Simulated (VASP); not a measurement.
The system is ZnO (zincite).

```
Zn O
1.0
     3.22750    0.00000    0.00000
    -1.61375    2.79510    0.00000
     0.00000    0.00000    5.17077
Zn O
2 2
Direct
  0.66667 0.33333 0.00000
  0.33333 0.66667 0.50000
  0.33333 0.66667 0.87901
  0.66667 0.33333 0.37901
```

Base run:

```yaml
Program: VASP 6.6.1
Functional: BLYP
Dispersion: D3(BJ)
Potentials_or_basis: VASP PAW PBE potentials, release 64 (Zn, O)
Cutoff: 520 eV
k_mesh: 9 × 9 × 5
Occupations: fermi-dirac, width 0.05 eV
Spin: no spin polarisation
```

Its results: band gap on the k mesh 1.00 eV, direct; pressure 7.1 GPa; largest force 0.076 eV/Å.

Q: After a change of settings the same cell gave: band gap on the k mesh 0.91 eV, direct; pressure -1.8 GPa; largest force 0.100 eV/Å. Which change was it?
A. functional from BLYP to PBEsol
B. functional from BLYP to revPBE; dispersion from D3(BJ) to D4
C. functional from BLYP to revPBE; dispersion from D3(BJ) to none
D. functional from BLYP to RPBE; further incar settings from ALGO = Normal; EDIFF = 1e-06; NBANDS = 26 to ALGO = Normal; EDIFF = 1e-07; NBANDS = 26

A: D.

Caveats: the PAW data sets were made with another functional, which shifts forces and pressure a little.
